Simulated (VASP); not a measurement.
Set up this calculation in VASP 6.6.1, as the native input.

| Property | Result |
| --- | --- |
| Task | single point |
| Functional | LDA |
| Potentials or basis | VASP PAW LDA potentials, release 64 (Pt) |
| Cutoff | 520 eV |
| k mesh | 20 × 20 × 20 |
| Occupations | gaussian, width 0.15 eV |
| Spin | no spin polarisation |
| Dipole correction | no |
| Further INCAR settings | ALGO = Fast; EDIFF = 1e-07; NBANDS = 11 |

The structure of Pt lies in POSCAR:

```
Pt
1.0
    0.2920150933      2.0343718164      2.0343718164
    2.0343718164      0.2920150933      2.0343718164
    2.0343718164      2.0343718164      0.2920150933
Pt
1
Direct
    0.0000000000      0.0000000000      0.0000000000
```

These files were run (other wordings do the same):

INCAR

```
PREC = Accurate ; ENCUT = 520
EDIFF = 1E-7 ; ISMEAR = 0
SIGMA = 0.15 ; LREAL = False
LASPH = True ; NELM = 80
ALGO = Fast ; ISIF = 2
LWAVE = False ; LCHARG = True
LELF = True ; LVHAR = True
NBANDS = 11
```

KPOINTS

```
regular mesh
0
Gamma
  20 20 20
```

Potentials or basis: VASP PAW LDA potentials, release 64 (Pt).

Run with:

```bash
$ cat potpaw_LDA.64/Pt/POTCAR > POTCAR
$ mpirun -np 1 vasp_std > vasp.out
```

It gave:

```yaml
Pressure: 73.7 GPa
Band_gap_on_the_k_mesh: zero (band 5 reaches 15.44 eV, above the bottom of band 6 at 11.95 eV)
```

Caveat: spin-orbit coupling is left out, which moves the levels of the heavy elements.

Wall time 110 s on 1 thread of AMD EPYC 9R45 96-Core Processor (Zen 5), on a shared host, peak memory 0.2 GiB.
